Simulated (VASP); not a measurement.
Set up this calculation in VASP 6.6.1, as the native input.

* Task: single point
* Functional: revPBE
* Potentials or basis: VASP PAW PBE potentials, release 64 (Sn_d)
* Cutoff: 520 eV
* k mesh: 12 × 12 × 4
* Occupations: fermi-dirac, width 0.1 eV
* Spin: no spin polarisation
* Dipole correction: no
* Further INCAR settings: ALGO = Normal; EDIFF = 1e-07; NBANDS = 36

The structure of Sn lies in POSCAR:

```
Sn
1.0
    3.5457338384      0.0000000000      0.0000000000
   -1.7728669192      3.0706955791      0.0000000000
    0.0000000000      0.0000000000     11.7062448126
Sn
4
Direct
    0.0000000000      0.0000000000      0.0000000000
    0.0000000000      0.0000000000      0.5000000000
    0.3333333333      0.6666666667      0.2500000000
    0.6666666667      0.3333333333      0.7500000000
```

This isn't the form of Sn at room conditions, which is tetragonal (white tin).

The input as run:

INCAR

```
PREC     = Accurate       # precision mode
ENCUT    = 520            # plane-wave cutoff, eV
EDIFF    = 1E-7           # SCF threshold, eV
ISMEAR   = -1             # smearing method
SIGMA    = 0.1            # smearing width, eV
LREAL    = False          # projectors in reciprocal space
LASPH    = True           # aspherical terms in the spheres
NELM     = 80             # most SCF steps
ALGO     = Normal         # electronic algorithm
ISIF     = 2              # what is computed and relaxed
LWAVE    = False          # write WAVECAR
LCHARG   = True           # write CHGCAR
GGA      = RE             # functional
LELF     = True           # ELF
LVHAR    = True         
NBANDS   = 36             # bands
```

KPOINTS

```
regular mesh
0
Gamma
  12 12 4
```

Potentials or basis: VASP PAW PBE potentials, release 64 (Sn_d).

Run with:

```bash
$ cat potpaw_PBE.64/Sn_d/POTCAR > POTCAR
$ mpirun -np 1 vasp_std > vasp.out
```

It gave:

```json
{"Pressure": "-3.7 GPa", "Band gap on the k mesh": "zero (bands 28 and 29 overlap by 7.09 eV)"}
```

Caveat: the cell stands under tension; the PAW data sets were made with another functional, which shifts forces and pressure a little; spin-orbit coupling is left out, which moves the levels of the heavy elements.

It took 4.2 min on 1 thread of Intel(R) Xeon(R) Platinum 8488C (Sapphire Rapids), with other jobs on the host, peak memory 0.35 GiB.
